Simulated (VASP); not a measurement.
# HW8C8O in VASP: notebook

HW8C8O is run at these levels: r2SCAN; tasks: single point.

Everything below comes from runs of VASP 6.6.1. Logs are shortened: lines on timing, memory, paths and dates and some standing lists are left out, and cuts for length are marked.

## (1) The cell of the first run

The cell holds a slab with vacuum, 18 atoms: a = 5.802 Å, b = 5.802 Å, c = 17.244 Å, α = 90.00°, β = 90.00°, γ = 120.00°.

## (2) Single point, r2SCAN

Contents of POSCAR:

```
HW8C8O
1.0
    5.8016000000      0.0000000000      0.0000000000
   -2.9008000000      5.0243330000      0.0000000000
    0.0000000000      0.0000000000     17.2442500000
W C O H
8 8 1 1
Direct
    0.0000000000      0.0000000000      0.0579903446
    0.0000788981      0.0000199031      0.2243530452
    0.0000033338      0.5000066676      0.0579903446
    0.0000378070      0.5000066676      0.2243704423
    0.5000000000      0.0000000000      0.0579903446
    0.4999953815      0.0000597094      0.2243704423
    0.5000033338      0.5000066676      0.0579903446
    0.5000079523      0.4999469581      0.2243530452
    0.3333762029      0.1666489860      0.1285413979
    0.3328001092      0.1666688892      0.2748510373
    0.3337667420      0.6667750724      0.1285297998
    0.3324638521      0.6662376877      0.2749844151
    0.8333111604      0.1664499547      0.1285877901
    0.8340745734      0.1674252085      0.2753845485
    0.8331780302      0.6667352662      0.1284544123
    0.8335240002      0.6664964285      0.2746886643
    0.1151455328      0.4378889695      0.4445655798
    0.1050133097      0.3669143745      0.4961015991
```

Contents of INCAR.step1:

```
SYSTEM = HW8C8O
PREC     = Accurate       ! precision mode
ENCUT    = 520            ! plane-wave cutoff, eV
ISMEAR   = -1             ! smearing method
SIGMA    = 0.05           ! smearing width, eV
LREAL    = Auto         
LASPH    = .TRUE.         ! aspherical terms in the spheres
NELM     = 80             ! most SCF steps
NBANDS   = 90             ! bands
GGA      = PE             ! functional
ALGO     = Normal         ! electronic algorithm
EDIFF    = 1E-4           ! SCF threshold, eV
LWAVE    = .TRUE.         ! write WAVECAR
LCHARG   = .FALSE.        ! write CHGCAR
```

Contents of INCAR.step2:

```
SYSTEM = HW8C8O
PREC     = Accurate       ! precision mode
ENCUT    = 520            ! plane-wave cutoff, eV
EDIFF    = 1E-6           ! SCF threshold, eV
ISMEAR   = -1             ! smearing method
SIGMA    = 0.05           ! smearing width, eV
LREAL    = Auto         
LASPH    = .TRUE.         ! aspherical terms in the spheres
NELM     = 80             ! most SCF steps
ALGO     = Normal         ! electronic algorithm
ISIF     = 2              ! what is computed and relaxed
LWAVE    = .FALSE.        ! write WAVECAR
LCHARG   = .FALSE.        ! write CHGCAR
METAGGA  = R2SCAN         ! meta-GGA
LMIXTAU  = .TRUE.       
NBANDS   = 90             ! bands
ISTART   = 1
```

Contents of KPOINTS:

```
regular mesh
0
G
  2 2 1
  0 0 0
```

Potentials or basis: VASP PAW PBE potentials, release 64 (W_sv, C, O, H).

The run is started by

```bash
> cat potpaw_PBE.64/W_sv/POTCAR potpaw_PBE.64/C/POTCAR potpaw_PBE.64/O/POTCAR potpaw_PBE.64/H/POTCAR > POTCAR
> cp INCAR.step1 INCAR
> mpirun -np 1 vasp_std > vasp.out
> cp INCAR.step2 INCAR
> mpirun -np 1 vasp_std > vasp.out
```

OUTCAR:

```text
SYSTEM = HW8C8O
   PREC = Accurate
   ENCUT = 520
   EDIFF = 1E-6
   ISMEAR = -1
   LREAL = Auto
   LASPH = .TRUE.
   NELM = 80
   ISIF = 2
   METAGGA = R2SCAN
   ISTART = 1

 ion  position               nearest neighbor table
   1  0.000  0.000  0.058-  15 2.07  13 2.07   9 2.07   2 2.87   7 2.90   3 2.90   5 2.90   5 2.90
                             3 2.90   7 2.90
   2  0.000  0.000  0.224-  10 1.88  16 1.89  14 1.89  13 2.35   9 2.35  15 2.35   1 2.87   6 2.90
                             8 2.90   4 2.90   4 2.90   8 2.90   6 2.90
   3  0.000  0.500  0.058-  15 2.07  13 2.07  11 2.07   4 2.87   5 2.90   1 2.90   7 2.90   7 2.90
                             1 2.90   5 2.90
   4  0.000  0.500  0.224-  12 1.88  16 1.88  14 1.89  13 2.35  11 2.35  15 2.35   3 2.87   2 2.90
                             6 2.90   8 2.90   8 2.90   6 2.90   2 2.90
   5  0.500  0.000  0.058-  11 2.07   9 2.07  13 2.07   6 2.87   3 2.90   7 2.90   1 2.90   1 2.90
                             7 2.90   3 2.90
   6  0.500  0.000  0.224-  10 1.89  12 1.89  14 1.90  13 2.35   9 2.35  11 2.35   5 2.87   8 2.90
                             2 2.90   4 2.90   4 2.90   2 2.90   8 2.90
   7  0.500  0.500  0.058-  15 2.07  11 2.07   9 2.07   8 2.87   1 2.90   5 2.90   3 2.90   3 2.90
                             5 2.90   1 2.90
   8  0.500  0.500  0.224-  16 1.89  10 1.89  12 1.89  11 2.35   9 2.35  15 2.35   7 2.87   6 2.90
                             2 2.90   4 2.90   4 2.90   2 2.90   6 2.90
   9  0.333  0.167  0.129-   5 2.07   7 2.07   1 2.07   6 2.35   2 2.35   8 2.35
  10  0.333  0.167  0.275-   2 1.88   8 1.89   6 1.89
  11  0.334  0.667  0.129-   7 2.07   5 2.07   3 2.07   8 2.35   6 2.35   4 2.35
  12  0.332  0.666  0.275-   4 1.88   6 1.89   8 1.89
  13  0.833  0.166  0.129-   1 2.07   5 2.07   3 2.07   2 2.35   6 2.35   4 2.35
  14  0.834  0.167  0.275-   4 1.89   2 1.89   6 1.90
  15  0.833  0.667  0.128-   7 2.07   1 2.07   3 2.07   8 2.35   2 2.35   4 2.35
  16  0.834  0.666  0.275-   4 1.88   8 1.89   2 1.89
  17  0.115  0.438  0.445-  18 0.97
  18  0.105  0.367  0.496-  17 0.97

  LATTYP: Found a hexagonal cell.
 ALAT       =     5.8016000000
 C/A-ratio  =     2.9723265996

  Lattice vectors:

 A1 = (   5.8016000000,   0.0000000000,   0.0000000000)
 A2 = (  -2.9008000000,   5.0243330000,   0.0000000000)
 A3 = (   0.0000000000,   0.0000000000,  17.2442500000)

Analysis of symmetry for initial positions (statically):
=====================================================================
 Subroutine PRICEL returns:
 Original cell was already a primitive cell.

 Routine SETGRP: Setting up the symmetry group for a
 hexagonal supercell.

 Subroutine GETGRP returns: Found  1 space group operations
 (whereof  1 operations were pure point group operations)
 out of a pool of 24 trial point group operations.

The static configuration has the point symmetry C_1 .

Analysis of symmetry for dynamics (positions and initial velocities):
=====================================================================
 Subroutine PRICEL returns:
 Original cell was already a primitive cell.

 Routine SETGRP: Setting up the symmetry group for a
 hexagonal supercell.

 Subroutine GETGRP returns: Found  1 space group operations
 (whereof  1 operations were pure point group operations)
 out of a pool of 24 trial point group operations.

The dynamic configuration has the point symmetry C_1 .

 Subroutine INISYM returns: Found  1 space group operations
 (whereof  1 operations are pure point group operations),
 and found     1 'primitive' translations

----------------------------------------------------------------------------------------

                                     Primitive cell

  volume of cell :     502.6556

  direct lattice vectors                    reciprocal lattice vectors
     5.801600000  0.000000000  0.000000000     0.172366244  0.099515697  0.000000000
    -2.900800000  5.024333000  0.000000000     0.000000000  0.199031394  0.000000000
     0.000000000  0.000000000 17.244250000     0.000000000  0.000000000  0.057990345

  length of vectors
     5.801600000  5.801600015 17.244250000     0.199031394  0.199031394  0.057990345

  position of ions in fractional coordinates (direct lattice)
     0.000000000  0.000000000  0.057990345
     0.000078898  0.000019903  0.224353045
     0.000003334  0.500006668  0.057990345
     0.000037807  0.500006668  0.224370442
     0.500000000  0.000000000  0.057990345
     0.499995381  0.000059709  0.224370442
[... 10 lines left out ...]
     0.115145533  0.437888970  0.444565580
     0.105013310  0.366914374  0.496101599

  ion indices of the primitive-cell ions
   primitive index   ion index
                 1           1
                 2           2
                 3           3
                 4           4
                 5           5
                 6           6
[... 10 lines left out ...]
                17          17
                18          18

----------------------------------------------------------------------------------------

 KPOINTS: regular mesh

Automatic generation of k-mesh.
 Grid dimensions read from file:
 generate k-points for:    2    2    1

 Generating k-lattice:

  Cartesian coordinates                     Fractional coordinates (reciprocal lattice)
     0.086183122  0.049757848  0.000000000     0.500000000  0.000000000  0.000000000
     0.000000000  0.099515697  0.000000000     0.000000000  0.500000000  0.000000000
     0.000000000  0.000000000  0.057990345     0.000000000  0.000000000  1.000000000

  Length of vectors
     0.099515697  0.099515697  0.057990345

  Shift w.r.t. Gamma in fractional coordinates (k-lattice)
     0.000000000  0.000000000  0.000000000

 Subroutine IBZKPT returns following result:
 ===========================================

 Found      4 irreducible k-points:

 Following reciprocal coordinates:
            Coordinates               Weight
  0.000000  0.000000  0.000000      1.000000
  0.500000  0.000000  0.000000      1.000000
  0.000000  0.500000  0.000000      1.000000
  0.500000  0.500000  0.000000      1.000000
   k-points           NKPTS =      4   k-points in BZ     NKDIM =      4   number of bands    NBANDS=     90
   number of dos      NEDOS =    301   number of ions     NIONS =     18
   total plane-waves  NPLWV = 294912
   dimension x,y,z NGX =    48 NGY =   48 NGZ =  128
   dimension x,y,z NGXF=    96 NGYF=   96 NGZF=  256
   ions per type =               8   8   1   1
   NGX,Y,Z   is equivalent  to a cutoff of  13.75, 13.75, 12.34 a.u.
   NGXF,Y,Z  is equivalent  to a cutoff of  27.51, 27.51, 24.68 a.u.
 SYSTEM =  HW8C8O
   PREC   = accura    normal or accurate (medium, high low for compatibility)
   ISTART =      1    job   : 0-new  1-cont  2-samecut
   ICHARG =      0    charge: 1-file 2-atom 10-const
   ISPIN  =      1    spin polarized calculation?
   LNONCOLLINEAR =      F non collinear calculations
   LSORBIT =      F    spin-orbit coupling
   LASPH  =      T    aspherical Exc in radial PAW
   ENCUT  =  520.0 eV  38.22 Ry    6.18 a.u.  10.79 10.79 32.06*2*pi/ulx,y,z
   NELM   =     80;   NELMIN=  2; NELMDL=  0     # of ELM steps
   EDIFF  = 0.1E-05   stopping-criterion for ELM
   LREAL  =      T    real-space projection
   EDIFFG = 0.1E-04   stopping-criterion for IOM
   NSW    =      0    number of steps for IOM
   IBRION =     -1    ionic relax: 0-MD 1-quasi-New 2-CG
   NFREE  =      0    steps in history (QN), initial steepest desc. (CG)
   ISIF   =      2    stress and relaxation
   ISYM   =      2    0-nonsym 1-usesym 2-fastsym
   POTIM  = 0.5000    time-step for ionic-motion
   TEBEG  =    0.0;   TEEND  =   0.0 temperature during run
   PSTRESS=    0.0 pullay stress
   NELECT =     151.0000    total number of electrons
   NUPDOWN=      -1.0000    fix difference up-down
   EMIN   =  10.00;   EMAX   =-10.00  energy-range for DOS
   EFERMI =   0.00;   METHOD = LEGACY
   ISMEAR =    -1;   SIGMA  =   0.05  broadening in eV -4-tet -1-fermi 0-gaus
   EFERMI_NEDOS =   21; number of points for ismear=-14 and -15
   IALGO  =     38    algorithm
   IMIX   =      4    mixing-type and parameters
     AMIX     =   0.40;   BMIX     =  1.00
     AMIX_MAG =   1.60;   BMIX_MAG =  1.00
  volume/ion in A,a.u.               =      27.93       188.45
  Fermi-wavevector in a.u.,A,eV,Ry     =   1.096420  2.071934 16.356066  1.202137
  Thomas-Fermi vector in A             =   2.232762
   LORBIT       =      0    0 simple, 1 ext, 2 COOP (PROOUT), +10 PAW based schemes
   METAGGA = R2SCAN    functional components
   LHFCALC =     F    Hartree Fock is set to
   AEXX    =    0.0000 exact exchange contribution
   IVDW    =     0    specifies the selected vdW correction
   LEPSILON=     F    determine dielectric tensor
   LRPA    =     F    only Hartree local field effects (RPA)
 non-spin polarized calculation
  energy-cutoff  :      520.00
  volume of cell :      502.66
 maximum number of plane-waves:     13560
 NGX is ok and might be reduce to    48
   NGX = 21   NGY = 21   NGZ = 65

 number of electron     150.9999995 magnetization

 Free energy of the ion-electron system (eV)
  ---------------------------------------------------
  ext. energy  EPLUGINS =         0.00000000
  ---------------------------------------------------
  free energy    TOTEN  =      -480.45933703 eV

  energy without entropy =     -480.22254552  energy(sigma->0) =     -480.34094127

 E-fermi :  -0.2155     XC(G=0):  -6.3409

 val. band max:       -0.2192128915   @ k =   0.0000   0.0000   0.0000
 cond. band min:      -0.1825077278   @ k =   0.5000   0.5000   0.0000
 fundamental gap:      0.0367051638
 Fermi energy:        -0.2155462939

 k-point     1 :       0.0000    0.0000    0.0000
  band No.  band energies     occupation
      1     -76.3673      2.00000
      2     -76.3152      2.00000
      3     -76.2972      2.00000
      4     -76.2928      2.00000
      5     -76.2889      2.00000
      6     -76.2520      2.00000
[... 79 lines left out ...]
     86       2.6111      0.00000
     87       2.8951      0.00000

 k-point     2 :       0.5000    0.0000    0.0000
  band No.  band energies     occupation
      1     -76.3341      2.00000
      2     -76.3265      2.00000
      3     -76.2968      2.00000
      4     -76.2897      2.00000
      5     -76.2829      2.00000
      6     -76.2805      2.00000
[... 79 lines left out ...]
     86       1.9425      0.00000
     87       2.3455      0.00000

 k-point     3 :       0.0000    0.5000    0.0000
  band No.  band energies     occupation
      1     -76.3312      2.00000
      2     -76.3301      2.00000
      3     -76.2930      2.00000
      4     -76.2928      2.00000
      5     -76.2835      2.00000
      6     -76.2797      2.00000
[... 79 lines left out ...]
     86       1.9443      0.00000
     87       2.3496      0.00000

 k-point     4 :       0.5000    0.5000    0.0000
  band No.  band energies     occupation
      1     -76.3323      2.00000
      2     -76.3288      2.00000
      3     -76.2944      2.00000
      4     -76.2915      2.00000
      5     -76.2844      2.00000
      6     -76.2786      2.00000
[... 79 lines left out ...]
     86       1.9437      0.00000
     87       2.3498      0.00000
 [bands above 87 left out]

------------------------ aborting loop because EDIFF is reached ----------------------------------------

  FORCE on cell =-STRESS in cart. coord.  units (eV):
  Direction    XX          YY          ZZ          XY          YZ          ZX
  --------------------------------------------------------------------------------------
  -------------------------------------------------------------------------------------
  Total       29.9565744     30.1607045     27.4556708     -0.1169565     -0.0816663     -0.0209990
  in kB       95.4843560     96.1350056     87.5129116     -0.3727902     -0.2603053     -0.0669328
  external PRESSURE =      93.0440911 kB  Pullay stress =       0.0000000 kB

 VOLUME and BASIS-vectors are now :
 -----------------------------------------------------------------------------
  energy-cutoff  :      520.00
  volume of cell :      502.66
      direct lattice vectors                 reciprocal lattice vectors
     5.801600000  0.000000000  0.000000000     0.172366244  0.099515697  0.000000000
    -2.900800000  5.024333000  0.000000000     0.000000000  0.199031394  0.000000000
     0.000000000  0.000000000 17.244250000     0.000000000  0.000000000  0.057990345

 POSITION                                       TOTAL-FORCE (eV/Angst)
 -----------------------------------------------------------------------------------
      0.00000      0.00000      1.00000        -0.000064      0.005980     -1.381873
      0.00040      0.00010      3.86880        -0.043729      0.029172     -5.720559
     -1.45040      2.51220      1.00000        -0.013210     -0.009143     -1.298434
     -1.45020      2.51220      3.86910         0.086671     -0.070973     -5.668068
      2.90080      0.00000      1.00000        -0.013649     -0.000122     -1.367274
      2.90060      0.00030      3.86910         0.114348      0.077420     -5.583078
[... 10 lines left out ...]
     -0.60220      2.20010      7.66620        -0.061097      0.099068     -0.422851
     -0.45510      1.84350      8.55490         0.049811     -0.115745      0.170100
 -----------------------------------------------------------------------------------
    total drift:                                0.001793     -0.002017      0.057829

  FREE ENERGIE OF THE ION-ELECTRON SYSTEM (eV)
  ---------------------------------------------------
  free  energy   TOTEN  =      -480.4593370284 eV

  energy  without entropy=     -480.2225455153  energy(sigma->0) =     -480.34094127
```

Run time: 24 min. Hardware: 1 thread of AMD EPYC 9R45 (Zen 5), shared host; peak memory 0.76 GiB.

What came out:

```yaml
Free_energy: -480.4593 eV
Largest_force: 5.996 eV/Å
Band_gap_on_the_k_mesh: zero (an odd number of electrons rules out a gap without spin polarisation)
```

Forces in eV/Å, atoms in the order of the input:
```
W    0.000  0.006 -1.382
W   -0.044  0.029 -5.721
W   -0.013 -0.009 -1.298
W    0.087 -0.071 -5.668
W   -0.014  0.000 -1.367
W    0.114  0.077 -5.583
W   -0.015 -0.029 -1.373
W    0.015 -0.007 -5.693
C    0.006 -0.002  1.196
C    0.057 -0.029  5.993
C    0.005  0.004  1.150
C    0.030  0.099  5.886
C    0.005  0.002  1.164
C   -0.113 -0.107  5.811
C   -0.002  0.006  1.145
C   -0.106  0.047  5.994
O   -0.061  0.099 -0.423
H    0.050 -0.116  0.170
```

Caveat: the k points lie up to 0.63 Å⁻¹ apart, too coarse for converged energies and pressures of a metal; there is no dipole correction, which matters where the two faces differ; the PAW data sets were made with another functional, which shifts forces and pressure a little; spin-orbit coupling is left out, which moves the levels of the heavy elements; an odd number of electrons without spin polarisation forces a metal; a magnetic or distorted state may lie lower.

(Continued in part 2 of 2.)

The gap in the log of VASP goes by the Fermi energy; the results here count the filled bands.